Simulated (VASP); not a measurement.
Set up this calculation in VASP 6.6.1, as the native input.

- Task: single point
- Functional: PBE
- Potentials or basis: VASP PAW PBE potentials, release 64 (Sn_d, Te)
- Cutoff: 520 eV
- k mesh: 13 × 13 × 13
- Occupations: fermi-dirac, width 0.08 eV
- Spin: no spin polarisation
- Dipole correction: no
- Further INCAR settings: ALGO = Normal; EDIFF = 1e-07; NBANDS = 17

The structure of SnTe (zincblende type) lies in POSCAR:

```
SnTe
1.0
    0.0000000000      2.9039986962      2.9039986962
    2.9039986962      0.0000000000      2.9039986962
    2.9039986962      2.9039986962      0.0000000000
Sn Te
1 1
Direct
    0.0000000000      0.0000000000      0.0000000000
    0.2500000000      0.2500000000      0.2500000000
```

The input as run:

INCAR

```
PREC = Accurate
ENCUT = 520
EDIFF = 1E-7
ISMEAR = -1
SIGMA = 0.08
LREAL = F
LASPH = T
NELM = 80
ALGO = Normal
ISIF = 2
LWAVE = F
LCHARG = F
GGA = PE
NBANDS = 17
```

KPOINTS

```
regular mesh
0
Gamma
  13 13 13
```

Potentials or basis: VASP PAW PBE potentials, release 64 (Sn_d, Te).

Run with:

```bash
$ cat potpaw_PBE.64/Sn_d/POTCAR potpaw_PBE.64/Te/POTCAR > POTCAR
$ mpirun -np 1 vasp_std > vasp.out
```

Results of the run:

```yaml
Pressure: 54.9 GPa
Band_gap_on_the_k_mesh: zero (bands 10 and 11 overlap by 2.57 eV)
```

Caveat: the cell stands under pressure; spin-orbit coupling is left out, which moves the levels of the heavy elements.

It took 22 s on 1 thread of Intel(R) Xeon(R) 6975P-C (Granite Rapids) (shared host), peak memory 0.22 GiB.
